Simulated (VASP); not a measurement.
Set up this calculation in VASP 6.6.1, as the native input.

| Property | Result |
| --- | --- |
| Task | single point |
| Functional | r2SCAN |
| Potentials or basis | VASP PAW PBE potentials, release 64 (Zr_sv) |
| Cutoff | 520 eV |
| k mesh | 12 × 12 × 12 |
| Occupations | fermi-dirac, width 0.05 eV |
| Spin | collinear spin, ferromagnetic start |
| Starting moments | [1.0] μB |
| Dipole correction | no |
| Further INCAR settings | ALGO = Normal; EDIFF = 1e-06; NBANDS = 16 |

The system is Zr.

```
CELL_PARAMETERS angstrom
-1.79067 1.79067 1.79067
1.79067 -1.79067 1.79067
1.79067 1.79067 -1.79067
ATOMIC_POSITIONS crystal
Zr 0.00000 0.00000 0.00000
```

These files were run (other wordings do the same):

POSCAR

```
Zr
1.0
   -1.7906690025      1.7906690025      1.7906690025
    1.7906690025     -1.7906690025      1.7906690025
    1.7906690025      1.7906690025     -1.7906690025
Zr
1
Direct
    0.0000000000      0.0000000000      0.0000000000
```

INCAR.step1

```
SYSTEM = Zr
  PREC = Accurate
  ENCUT = 520
  ISMEAR = -1
  SIGMA = 0.05
  LREAL = .False.
  LASPH = .True.
  NELM = 150
  ISPIN = 2
  MAGMOM = 1
  LMAXMIX = 4
  NBANDS = 16
  GGA = PE
  ALGO = Normal
  EDIFF = 1E-4
  LWAVE = .True.
  LCHARG = .False.
```

INCAR.step2

```
SYSTEM = Zr
  PREC = Accurate
  ENCUT = 520
  EDIFF = 1E-6
  ISMEAR = -1
  SIGMA = 0.05
  LREAL = .False.
  LASPH = .True.
  NELM = 150
  ALGO = Normal
  ISIF = 2
  LWAVE = .False.
  LCHARG = .False.
  ISPIN = 2
  MAGMOM = 1
  LORBIT = 11
  LMAXMIX = 4
  METAGGA = R2SCAN
  LMIXTAU = .True.
  NBANDS = 16
  ISTART = 1
```

KPOINTS

```
regular mesh
0
Gamma
  12 12 12
  0 0 0
```

Potentials or basis: VASP PAW PBE potentials, release 64 (Zr_sv).

The run is started by

```console
$ cat potpaw_PBE.64/Zr_sv/POTCAR > POTCAR
$ cp INCAR.step1 INCAR
$ mpirun -np 1 vasp_std > vasp.out
$ cp INCAR.step2 INCAR
$ mpirun -np 1 vasp_std > vasp.out
```

It gave:

```
Pressure                                              : 0.0 GPa
Band gap on the k mesh                                : zero (filled and empty bands overlap)
Net moment                                            : 0.00 μB per cell
Valence electrons inside the program's atomic spheres : Zr 9.82
```

Caveat: the PAW data sets were made with another functional, which shifts forces and pressure a little.

Run time: 93 s on 1 thread of Intel(R) Xeon(R) Platinum 8488C (Sapphire Rapids), on a shared host, peak memory 0.18 GiB.
